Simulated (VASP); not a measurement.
# Ag (Pm-3m) in VASP: a series of runs

The runs below take Ag through single point, relaxation of cell and atoms, with PBEsol.

Everything below comes from runs of VASP 6.6.1. Logs are shortened: lines on timing, memory, paths and dates and some standing lists are left out, and cuts for length are marked.

## 1. The cell of the first run

Symmetry: Pm-3m, No. 221, cubic system. The conventional cell has a = 2.685 Å, b = 2.685 Å, c = 2.685 Å, α = 90.00°, β = 90.00°, γ = 90.00°. Within 3.5 Å of Ag (site symmetry m-3m) lie 6 Ag at 2.69 Å.

## 2. Single point, PBEsol

INCAR

```
PREC = Accurate
ENCUT = 520
EDIFF = 1E-6
ISMEAR = -1
SIGMA = 0.1
LREAL = F
LASPH = T
NELM = 100
ALGO = Normal
ISIF = 2
LWAVE = F
LCHARG = F
GGA = PS
NBANDS = 12
```

KPOINTS

```
regular mesh
0
Gamma
  16 16 16
```

POSCAR

```
Ag
1.0
    2.6854283015      0.0000000000      0.0000000000
    0.0000000000      2.6854283015      0.0000000000
    0.0000000000      0.0000000000      2.6854283015
Ag
1
Direct
    0.0000000000      0.0000000000      0.0000000000
```

Potentials or basis: VASP PAW PBE potentials, release 64 (Ag).

The run is started by

```
> cat potpaw_PBE.64/Ag/POTCAR > POTCAR
> mpirun -np 1 vasp_std > vasp.out
```

OUTCAR:

```text
PREC = Accurate
   ENCUT = 520
   EDIFF = 1E-6
   ISMEAR = -1
   LREAL = F
   LASPH = T
   NELM = 100
   ISIF = 2
   GGA = PS

 ion  position               nearest neighbor table
   1  0.000  0.000  0.000-

  LATTYP: Found a simple cubic cell.
 ALAT       =     2.6854283015

  Lattice vectors:

 A1 = (   2.6854283015,   0.0000000000,   0.0000000000)
 A2 = (   0.0000000000,   2.6854283015,   0.0000000000)
 A3 = (   0.0000000000,   0.0000000000,   2.6854283015)

Analysis of symmetry for initial positions (statically):
=====================================================================
 Subroutine PRICEL returns:
 Original cell was already a primitive cell.

 Routine SETGRP: Setting up the symmetry group for a
 simple cubic supercell.

 Subroutine GETGRP returns: Found 48 space group operations
 (whereof 48 operations were pure point group operations)
 out of a pool of 48 trial point group operations.

The static configuration has the point symmetry O_h .

Analysis of symmetry for dynamics (positions and initial velocities):
=====================================================================
 Subroutine PRICEL returns:
 Original cell was already a primitive cell.

 Routine SETGRP: Setting up the symmetry group for a
 simple cubic supercell.

 Subroutine GETGRP returns: Found 48 space group operations
 (whereof 48 operations were pure point group operations)
 out of a pool of 48 trial point group operations.

The dynamic configuration has the point symmetry O_h .

 Subroutine INISYM returns: Found 48 space group operations
 (whereof 48 operations are pure point group operations),
 and found     1 'primitive' translations

----------------------------------------------------------------------------------------

                                     Primitive cell

  volume of cell :      19.3660

  direct lattice vectors                    reciprocal lattice vectors
     2.685428302  0.000000000  0.000000000     0.372380078  0.000000000  0.000000000
     0.000000000  2.685428302  0.000000000     0.000000000  0.372380078  0.000000000
     0.000000000  0.000000000  2.685428302     0.000000000  0.000000000  0.372380078

  length of vectors
     2.685428302  2.685428302  2.685428302     0.372380078  0.372380078  0.372380078

  position of ions in fractional coordinates (direct lattice)
     0.000000000  0.000000000  0.000000000

  ion indices of the primitive-cell ions
   primitive index   ion index
                 1           1

----------------------------------------------------------------------------------------

 KPOINTS: regular mesh

Automatic generation of k-mesh.
 Grid dimensions read from file:
 generate k-points for:   16   16   16

 Generating k-lattice:

  Cartesian coordinates                     Fractional coordinates (reciprocal lattice)
     0.023273755  0.000000000  0.000000000     0.062500000  0.000000000  0.000000000
     0.000000000  0.023273755  0.000000000     0.000000000  0.062500000  0.000000000
     0.000000000  0.000000000  0.023273755     0.000000000  0.000000000  0.062500000

  Length of vectors
     0.023273755  0.023273755  0.023273755

  Shift w.r.t. Gamma in fractional coordinates (k-lattice)
     0.000000000  0.000000000  0.000000000

 Subroutine IBZKPT returns following result:
 ===========================================

 Found    165 irreducible k-points:

 Following reciprocal coordinates:
            Coordinates               Weight
  0.000000  0.000000  0.000000      1.000000
  0.062500  0.000000  0.000000      6.000000
  0.125000  0.000000  0.000000      6.000000
  0.187500  0.000000  0.000000      6.000000
  0.250000  0.000000  0.000000      6.000000
  0.312500  0.000000  0.000000      6.000000
[... 16 lines left out ...]
  0.437500  0.125000  0.000000     24.000000
  0.500000  0.125000  0.000000     12.000000
 [... further k-points ...]
   k-points           NKPTS =    165   k-points in BZ     NKDIM =    165   number of bands    NBANDS=     12
   number of dos      NEDOS =    301   number of ions     NIONS =      1
   total plane-waves  NPLWV =   8000
   dimension x,y,z NGX =    20 NGY =   20 NGZ =   20
   dimension x,y,z NGXF=    40 NGYF=   40 NGZF=   40
   ions per type =               1
   NGX,Y,Z   is equivalent  to a cutoff of  12.38, 12.38, 12.38 a.u.
   NGXF,Y,Z  is equivalent  to a cutoff of  24.76, 24.76, 24.76 a.u.
 SYSTEM =  unknown system
   PREC   = accura    normal or accurate (medium, high low for compatibility)
   ISTART =      0    job   : 0-new  1-cont  2-samecut
   ICHARG =      2    charge: 1-file 2-atom 10-const
   ISPIN  =      1    spin polarized calculation?
   LNONCOLLINEAR =      F non collinear calculations
   LSORBIT =      F    spin-orbit coupling
   LASPH  =      T    aspherical Exc in radial PAW
   ENCUT  =  520.0 eV  38.22 Ry    6.18 a.u.   4.99  4.99  4.99*2*pi/ulx,y,z
   NELM   =    100;   NELMIN=  2; NELMDL= -5     # of ELM steps
   EDIFF  = 0.1E-05   stopping-criterion for ELM
   LREAL  =      F    real-space projection
   EDIFFG = 0.1E-04   stopping-criterion for IOM
   NSW    =      0    number of steps for IOM
   IBRION =     -1    ionic relax: 0-MD 1-quasi-New 2-CG
   NFREE  =      0    steps in history (QN), initial steepest desc. (CG)
   ISIF   =      2    stress and relaxation
   ISYM   =      2    0-nonsym 1-usesym 2-fastsym
   POTIM  = 0.5000    time-step for ionic-motion
   TEBEG  =    0.0;   TEEND  =   0.0 temperature during run
   PSTRESS=    0.0 pullay stress
   NELECT =      11.0000    total number of electrons
   NUPDOWN=      -1.0000    fix difference up-down
   EMIN   =  10.00;   EMAX   =-10.00  energy-range for DOS
   EFERMI =   0.00;   METHOD = LEGACY
   ISMEAR =    -1;   SIGMA  =   0.10  broadening in eV -4-tet -1-fermi 0-gaus
   EFERMI_NEDOS =   21; number of points for ismear=-14 and -15
   IALGO  =     38    algorithm
   IMIX   =      4    mixing-type and parameters
     AMIX     =   0.40;   BMIX     =  1.00
     AMIX_MAG =   1.60;   BMIX_MAG =  1.00
  volume/ion in A,a.u.               =      19.37       130.69
  Fermi-wavevector in a.u.,A,eV,Ry     =   1.355789  2.562070 25.009744  1.838164
  Thomas-Fermi vector in A             =   2.482847
   LORBIT       =      0    0 simple, 1 ext, 2 COOP (PROOUT), +10 PAW based schemes
   GGA     = PS    functional components
   LHFCALC =     F    Hartree Fock is set to
   AEXX    =    0.0000 exact exchange contribution
   IVDW    =     0    specifies the selected vdW correction
   LEPSILON=     F    determine dielectric tensor
   LRPA    =     F    only Hartree local field effects (RPA)
 non-spin polarized calculation
  energy-cutoff  :      520.00
  volume of cell :       19.37
 maximum number of plane-waves:       552
 NGX is ok and might be reduce to    20
   NGX =  9   NGY =  9   NGZ =  9

 number of electron      10.9999989 magnetization

 Free energy of the ion-electron system (eV)
  ---------------------------------------------------
  ext. energy  EPLUGINS =         0.00000000
  ---------------------------------------------------
  free energy    TOTEN  =        -2.91492996 eV

  energy without entropy =       -2.90629933  energy(sigma->0) =       -2.91061465

 E-fermi :   6.4814     XC(G=0): -11.5788

 val. band max:        6.4451841017   @ k =   0.3750   0.2500   0.1875
 cond. band min:       6.5137018083   @ k =   0.5000   0.1250   0.0000
 fundamental gap:      0.0685177066
 Fermi energy:         6.4814174265

 k-point     1 :       0.0000    0.0000    0.0000
  band No.  band energies     occupation
      1      -0.3149      2.00000
      2       0.4995      2.00000
      3       0.4995      2.00000
      4       3.7992      2.00000
      5       3.7992      2.00000
      6       3.7992      2.00000
      7      20.9208      0.00000
      8      20.9208      0.00000
      9      20.9208      0.00000
     10      26.3269      0.00000
     11      26.3269      0.00000
     12      26.7638      0.00000

 k-point     2 :       0.0625    0.0000    0.0000
  band No.  band energies     occupation
      1      -0.2237      2.00000
      2       0.5118      2.00000
      3       0.5630      2.00000
      4       3.7536      2.00000
      5       3.7536      2.00000
      6       3.8029      2.00000
      7      20.0195      0.00000
      8      21.0624      0.00000
      9      21.0624      0.00000
     10      26.2216      0.00000
     11      26.5272      0.00000
     12      27.5886      0.00000

 k-point     3 :       0.1250    0.0000    0.0000
  band No.  band energies     occupation
      1       0.0155      2.00000
      2       0.5468      2.00000
      3       0.7806      2.00000
      4       3.6261      2.00000
      5       3.6261      2.00000
      6       3.8135      2.00000
      7      18.2168      0.00000
      8      21.4756      0.00000
      9      21.4756      0.00000
     10      25.9246      0.00000
     11      26.5512      0.00000
     12      29.7253      0.00000
[... 286 lines left out ...]
 k-point    23 :       0.4375    0.1250    0.0000
  band No.  band energies     occupation
      1       0.9429      2.00000
      2       1.4532      2.00000
      3       2.2412      2.00000
      4       2.7872      2.00000
      5       3.7381      2.00000
      6       5.7384      1.99881
      7       9.4512      0.00000
      8      22.2746      0.00000
      9      24.2763      0.00000
     10      25.5902      0.00000
     11      26.6075      0.00000
     12      30.8579      0.00000

 k-point    24 :       0.5000    0.1250    0.0000
  band No.  band energies     occupation
      1       0.9597      2.00000
      2       1.5004      2.00000
      3       2.2008      2.00000
      4       2.7506      2.00000
      5       3.7424      2.00000
      6       6.5137      0.83997
      7       8.5482      0.00000
      8      22.7907      0.00000
      9      23.9254      0.00000
     10      25.2526      0.00000
     11      27.1125      0.00000
     12      30.2959      0.00000

 [... further k-points ...]
[... 5 lines left out ...]
  --------------------------------------------------------------------------------------
  -------------------------------------------------------------------------------------
  Total       -0.0259820     -0.0259820     -0.0259820     -0.0000000      0.0000000     -0.0000000
  in kB       -2.1495221     -2.1495221     -2.1495221     -0.0000000      0.0000000     -0.0000000
  external PRESSURE =      -2.1495221 kB  Pullay stress =       0.0000000 kB

 VOLUME and BASIS-vectors are now :
 -----------------------------------------------------------------------------
  energy-cutoff  :      520.00
  volume of cell :       19.37
      direct lattice vectors                 reciprocal lattice vectors
     2.685428302  0.000000000  0.000000000     0.372380078  0.000000000  0.000000000
     0.000000000  2.685428302  0.000000000     0.000000000  0.372380078  0.000000000
     0.000000000  0.000000000  2.685428302     0.000000000  0.000000000  0.372380078

 POSITION                                       TOTAL-FORCE (eV/Angst)
 -----------------------------------------------------------------------------------
      0.00000      0.00000      0.00000         0.000000      0.000000      0.000000
 -----------------------------------------------------------------------------------
    total drift:                                0.000000      0.000000      0.000000

  FREE ENERGIE OF THE ION-ELECTRON SYSTEM (eV)
  ---------------------------------------------------
  free  energy   TOTEN  =        -2.9149299645 eV

  energy  without entropy=       -2.9062993285  energy(sigma->0) =       -2.91061465
```

It took 15 s on 1 thread of Intel Xeon Platinum 8488C (Sapphire Rapids), shared host; peak memory 0.15 GiB.

Results:

```yaml
Free_energy: -2.9149 eV
Pressure: -0.2 GPa
```

Caveat: the PAW data sets were made with another functional, which shifts forces and pressure a little.

(Continued in part 2 of 2.)
